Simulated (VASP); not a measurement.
Set up this calculation in VASP 6.6.1, as the native input.

```
Task                   : single point
Functional             : PBE
Potentials or basis    : VASP PAW PBE potentials, release 64 (Cd, Se)
Cutoff                 : 520 eV
k mesh                 : 7 × 7 × 4
Occupations            : fermi-dirac, width 0.05 eV
Spin                   : no spin polarisation
Dipole correction      : no
Further INCAR settings : ALGO = Normal; EDIFF = 1e-06; NBANDS = 26
```

The structure of CdSe (Cadmoselite) lies in POSCAR:

```
CdSe
1.0
    4.1280000000      0.0000000000      0.0000000000
   -2.0640000000      3.5749528668      0.0000000000
    0.0000000000      0.0000000000      7.0200000000
Cd Se
2 2
Direct
    0.6666666667      0.3333333333      0.5000000000
    0.3333333333      0.6666666667      0.0000000000
    0.6666666667      0.3333333333      0.8850000000
    0.3333333333      0.6666666667      0.3850000000
```

One way to write it, as run:

INCAR

```
ALGO = Normal ; EDIFF = 1E-6
ENCUT = 520 ; GGA = PE
ISIF = 2 ; ISMEAR = -1
LASPH = T ; LCHARG = F
LREAL = F ; LWAVE = F
NBANDS = 26 ; NELM = 60
PREC = Accurate ; SIGMA = 0.05
```

KPOINTS

```
k-points
0
Gamma
  7 7 4
```

Potentials or basis: VASP PAW PBE potentials, release 64 (Cd, Se).

Run with:

```bash
$ cat potpaw_PBE.64/Cd/POTCAR potpaw_PBE.64/Se/POTCAR > POTCAR
$ mpirun -np 1 vasp_std > vasp.out
```

Results of the run:

```yaml
Pressure: 9.7 GPa
Largest_force: 0.761 eV/Å
Band_gap_on_the_k_mesh: 0.83 eV, direct
```

Wall time 64 s on 1 thread of AMD EPYC 7R13 Processor (Zen 3), with other jobs on the host, peak memory 0.21 GiB.
